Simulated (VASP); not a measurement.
Input of a VASP 6.6.1 run:

INCAR

```
ALGO = Normal ; EDIFF = 1E-7
ENCUT = 520 ; GGA = PE
ISIF = 2 ; ISMEAR = 0
LASPH = True ; LCHARG = True
LELF = True ; LREAL = False
LVHAR = True ; LWAVE = False
NBANDS = 28 ; NELM = 60
PREC = Accurate ; SIGMA = 0.02
```

File KPOINTS:

```
k-points
0
Gamma
  8 8 6
```

POSCAR

```
BaTiO3
1.0
    3.9854497974      0.0000000000      0.0000000000
    0.0000000000      3.9854497974      0.0000000000
    0.0000000000      0.0000000000      4.2634898843
Ba Ti O
1 1 3
Direct
    0.5000000000      0.5000000000      0.5957054886
    0.0000000000      0.0000000000      0.1118345512
    0.0000000000      0.5000000000      0.0588265530
    0.5000000000      0.0000000000      0.0588265530
    0.0000000000      0.0000000000      0.5348038440
```

Potentials or basis: VASP PAW PBE potentials, release 64 (Ba_sv, Ti_sv, O).

Launch:

```bash
$ cat potpaw_PBE.64/Ba_sv/POTCAR potpaw_PBE.64/Ti_sv/POTCAR potpaw_PBE.64/O/POTCAR > POTCAR
$ mpirun -np 1 vasp_std > vasp.out
```

(1) What does it give for the band gap on the k mesh?

(2) What does it give for the largest force?

(3) Predict the pressure.

Results:

(1) 1.79 eV (least direct gap 2.39 eV).

(2) 0.088 eV/Å.

(3) 0.4 GPa.

Caveat: spin-orbit coupling is left out, which moves the levels of the heavy elements.
